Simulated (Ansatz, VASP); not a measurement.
## One calculation of Ti, two programs

```xyz
2
Lattice="2.9500 0.0000 0.0000 -1.4750 2.5548 0.0000 0.0000 0.0000 4.6860" Properties=species:S:1:pos:R:3 pbc="T T T"
Ti    0.0000    1.7032    1.1715
Ti    1.4750    0.8516    3.5145
```

Alike in both runs: task relaxation of cell and atoms; functional PBEsol; k mesh 18 × 18 × 10; occupations gaussian, width 0.1 eV; no spin polarisation.

```csv
,VASP,Ansatz
version,VASP 6.6.1,Ansatz 0.2.0
potentials or method,"VASP PAW PBE potentials, release 64 (Ti_sv), cutoff 500 eV","scalar-relativistic, plane waves, PAW"
valence electrons in the cell,24,24
```

|  | VASP | Ansatz | Ansatz less VASP |
| --- | --- | --- | --- |
| gap on the k mesh at the Fermi level, each at its own relaxed structure (eV) | none | none | - |
| relaxed volume (Å³/atom) | 16.68 | 16.72 | +0.036 |
| relaxed cell length with the largest relative difference (Å) | 2.898 | 2.900 | +0.0021 |

VASP's potentials were made for PBE, not for PBEsol, and Ansatz warns of the same on its side. A gap of «none» marks a metal or a gap that the smearing closes.
